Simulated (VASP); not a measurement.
The system is Al2As.

```
Al As
1.0
     3.27500    0.00000    0.00000
     0.00000    3.27500    0.00000
     0.00000    0.00000    5.75574
Al As
2 1
Direct
  0.00000 0.00000 0.74607
  0.50000 0.50000 0.18313
  0.00000 0.00000 0.11538
```

* Program: VASP 6.6.1
* Task: relaxation of cell and atoms
* Functional: PBE
* Potentials or basis: VASP PAW PBE potentials, release 64 (Al, As)
* Cutoff: 600 eV
* k mesh: 6 × 6 × 4
* Occupations: gaussian, width 0.1 eV
* Spin: no spin polarisation

At the start: pressure 20.6 GPa; volume 20.58 Å³/atom.

Q: How do energy, volume and symmetry change on relaxing?

A: Over 42 steps the energy falls by 796.3 meV/atom and the volume is 19.84 Å³/atom (-3.6 %); space group P4mm (No. 99, to 0.05 Å).

The path:
| step | energy change (eV) | largest force (eV/Å) | pressure (GPa) | volume (Å³) |
| --- | --- | --- | --- | --- |
| 1 | 0.0000 | 5.0766 | 20.65 | 61.73 |
| 3 | -1.2724 | 0.2799 | -0.12 | 77.14 |
| 5 | -1.3339 | 0.3839 | -1.40 | 77.39 |
| 7 | -0.8851 | 3.7919 | 1.19 | 71.62 |
| 9 | -1.4251 | 1.4759 | -2.40 | 75.80 |
| 11 | -1.4906 | 1.6027 | -2.23 | 74.14 |
| 13 | -1.5020 | 1.6444 | -1.97 | 72.89 |
| 15 | -1.7058 | 0.3804 | -0.55 | 68.84 |
| 17 | -1.7444 | 0.3161 | 0.04 | 68.06 |
| 19 | -1.7710 | 0.3367 | 0.02 | 68.27 |
| 21 | -1.7863 | 0.3766 | -0.15 | 68.36 |
| 23 | -1.8645 | 0.4513 | -1.23 | 68.76 |
| 25 | -2.0327 | 0.6528 | -5.65 | 70.36 |
| 27 | -2.0430 | 0.6266 | -5.16 | 69.96 |
| 29 | -2.0593 | 0.6480 | -5.15 | 69.69 |
| 31 | -2.1009 | 0.7027 | -5.02 | 68.63 |
| 33 | -2.1601 | 0.7130 | -4.36 | 67.15 |
| 35 | -2.3164 | 0.8033 | 0.06 | 60.71 |
| 37 | -2.3546 | 0.6093 | 1.56 | 58.69 |
| 39 | -2.3852 | 0.0920 | 1.12 | 58.55 |
| 41 | -2.3884 | 0.0524 | 0.41 | 59.13 |
| 42 | -2.3889 | 0.0378 | -0.04 | 59.52 |

Final structure:
```
CELL_PARAMETERS angstrom
3.32326 0.00000 0.00000
0.00000 3.32326 0.00000
0.00000 0.00000 5.38961
ATOMIC_POSITIONS crystal
Al 0.00000 0.00000 0.61690
Al 0.50000 0.50000 0.33557
As 0.00000 0.00000 0.09210
```
